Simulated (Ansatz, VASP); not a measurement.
Two plane-wave programs on LiPS3

```
Li P S
1.0
    -2.18492    2.18492    5.06644
     2.18492   -2.18492    5.06644
     2.18492    2.18492   -5.06644
Li P S
1 1 3
Direct
  0.98565 0.98565 0.00000
  0.63595 0.63595 0.00000
  0.74091 0.24091 0.50000
  0.24091 0.74091 0.50000
  0.39658 0.39658 0.00000
```

Change from the starting cell: species swapped into the EuSi3Ni type (I4mm, No. 107).

Alike in both runs: task relaxation of cell and atoms; functional PBE; k mesh 4 × 4 × 4; occupations gaussian, width 0.15 eV; no spin polarisation.

|  | VASP | Ansatz |
| --- | --- | --- |
| version | VASP 6.6.1 | Ansatz 0.2.0 |
| potentials or method | VASP PAW PBE potentials, release 64 (Li_sv, P, S), cutoff 750 eV | scalar-relativistic, plane waves, PAW |
| valence electrons in the cell | 26 | 26 |

VASP gave:

```
gap on the k mesh at the Fermi level, each at its own relaxed structure (eV) : none
relaxed volume (Å³/atom)                                                     : 22.23
relaxed cell length with the largest relative difference (Å)                 : 6.949
```

Q: Which values does Ansatz return?

A: gap on the k mesh at the Fermi level, each at its own relaxed structure (eV): none; relaxed volume (Å³/atom): 21.89; relaxed cell length with the largest relative difference (Å): 6.863.

A gap of «none» marks a metal or a gap that the smearing closes.

The k mesh is coarse, so the values compare programs but aren't converged.
